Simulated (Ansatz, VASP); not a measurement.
# CrC5 in VASP and in Ansatz

```
Cr C
1.0
     0.00000    3.29313    3.29313
     3.29313    0.00000    3.29313
     3.29313    3.29313    0.00000
Cr C
1 5
Direct
  0.25000 0.25000 0.25000
  0.41790 0.74631 0.41790
  0.41790 0.41790 0.41790
  0.74631 0.41790 0.41790
  0.41790 0.41790 0.74631
  0.75000 0.75000 0.75000
```

Alike in both runs: functional PBE; k mesh 10 × 10 × 10; occupations gaussian, width 0.1 eV; collinear spin.

Ansatz relaxed the structure, and its values are those at the end. VASP's run is a single point on that final structure, the one shown.

```csv
,VASP,Ansatz
version,VASP 6.6.1,Ansatz 0.2.0
potentials or method,"VASP PAW PBE potentials, release 64 (Cr_pv, C), cutoff 520 eV","scalar-relativistic, plane waves, PAW"
valence electrons in the cell,32,34
```

|  | VASP | Ansatz | Ansatz less VASP |
| --- | --- | --- | --- |
| gap on the k mesh at the Fermi level (eV) | none | none | - |
| pressure (GPa) | 0.3 | 0.0 | -0.29 |
| rms of the force components (eV/Å) | 0.061 | 0.001 | -0.0602 |
| net moment per atom (μB) | 0.03 | 0.03 | +0.001 |
| size of the moment on the site where the two differ most (μB) | 0.80 | 1.26 | +0.464 |

Site moments also hang on the region over which each program counts them. A gap of «none» marks a metal or a gap that the smearing closes. VASP's potentials hold 32 valence electrons a cell and Ansatz's 34, so a difference there can come from the potentials and not from the codes.
